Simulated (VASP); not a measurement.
A run of VASP 6.6.1 is set up as follows.

The input POSCAR:

```
Hf
1.0
    3.2322461760      0.0000000000      0.0000000000
   -1.6161230880      2.7992072997      0.0000000000
    0.0000000000      0.0000000000      4.9776766065
Hf
2
Direct
    0.6666666667      0.3333333333      0.7500000000
    0.3333333333      0.6666666667      0.2500000000
```

The input INCAR.step1:

```
SYSTEM = Hf
ALGO = Normal
EDIFF = 1E-5
ENCUT = 520
GGA = PE
ISIF = 2
ISMEAR = -1
LASPH = .True.
LREAL = .False.
LWAVE = .True.
NBANDS = 17
NELM = 60
PREC = Accurate
SIGMA = 0.05
```

File INCAR.step2:

```
SYSTEM = Hf
ALGO = Normal
EDIFF = 1E-6
ENCUT = 520
GGA = PE
HFSCREEN = 0.2079
ISIF = 2
ISMEAR = -1
ISTART = 1
LASPH = .True.
LCHARG = .True.
LELF = .True.
LHFCALC = .True.
LREAL = .False.
LVHAR = .True.
LWAVE = .False.
NBANDS = 17
NELM = 60
PREC = Accurate
PRECFOCK = Normal
SIGMA = 0.05
```

KPOINTS

```
k-points
0
Gamma
  5 5 3
  0 0 0
```

Potentials or basis: VASP PAW PBE potentials, release 64 (Hf_pv).

The run is started by

```bash
$ cat potpaw_PBE.64/Hf_pv/POTCAR > POTCAR
$ cp INCAR.step1 INCAR
$ mpirun -np 1 vasp_std > vasp.out
$ cp INCAR.step2 INCAR
$ mpirun -np 1 vasp_std > vasp.out
```

(1) Predict the band gap on the k mesh.

(2) Estimate the pressure.

## Answers

(1) zero (band 10 reaches 6.29 eV, above the bottom of band 11 at 4.90 eV).

(2) -2.0 GPa.

Caveat: the k points lie up to 0.45 Å⁻¹ apart; the PAW data sets were made with another functional, which shifts forces and pressure a little; spin-orbit coupling is left out, which moves the levels of the heavy elements.
